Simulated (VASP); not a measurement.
Runs of VASP 6.6.1 on Al. The structure is cubic, space group Im-3m (No. 229). Conventional cell: a = 3.182 Å, b = 3.182 Å, c = 3.182 Å, α = 90.00°, β = 90.00°, γ = 90.00°. Al (site symmetry m-3m) has 14 Al at 2.76 to 3.18 Å within 3.6 Å. 

```tsv
smearing	gap on the mesh (eV)	pressure (GPa)
fermi-dirac 0.5 eV	none	1.2
fermi-dirac 0.1 eV	none	0.1
fermi-dirac 0.2 eV	none	0.3
fermi-dirac 0.3 eV	none	(a)
```

Alike in all rows: task single point; level r2SCAN; potentials or basis VASP PAW PBE potentials, release 64 (Al); no spin polarisation; cell as given; k mesh 12 × 12 × 12; cutoff (eV) 520.

**Question.** Estimate the missing entries.

**Answer.** (a) 0.5.

Caveats: the PAW data sets were made with another functional, which shifts forces and pressure a little.

A gap of «none» marks levels without a gap at the run's occupations.
